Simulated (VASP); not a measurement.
Input of a VASP 6.6.1 run:

The input INCAR:

```
  ALGO = Normal
  EDIFF = 1E-6
  ENCUT = 520
  GGA = PE
  ISIF = 2
  ISMEAR = 0
  IVDW = 12
  LASPH = True
  LCHARG = False
  LREAL = False
  LWAVE = False
  NBANDS = 14
  NELM = 80
  PREC = Accurate
  SIGMA = 0.15
```

File KPOINTS:

```
k-points
0
Gamma
  18 18 6
```

Contents of POSCAR:

```
Al
1.0
    2.7548342552      0.0000000000      0.0000000000
   -1.3774171276      2.3857564482      0.0000000000
    0.0000000000      0.0000000000      9.3397145755
Al
4
Direct
    0.0000000000      0.0000000000      0.0000000000
    0.3333333333      0.6666666667      0.2500000000
    0.0000000000      0.0000000000      0.5000000000
    0.6666666667      0.3333333333      0.7500000000
```

Potentials or basis: VASP PAW PBE potentials, release 64 (Al).

The run is started by

```console
$ cat potpaw_PBE.64/Al/POTCAR > POTCAR
$ mpirun -np 1 vasp_std > vasp.out
```

Question: Predict the band gap on the k mesh.

Answer: Zero (bands 6 and 7 overlap by 5.04 eV).

Question: Predict the dispersion energy per atom.

Answer: -0.363 eV.

Stress tensor (GPa, compression positive):
```
4.39 0.00 0.00
0.00 4.39 0.00
0.00 0.00 0.59
```

Caveat: the cell stands under pressure.
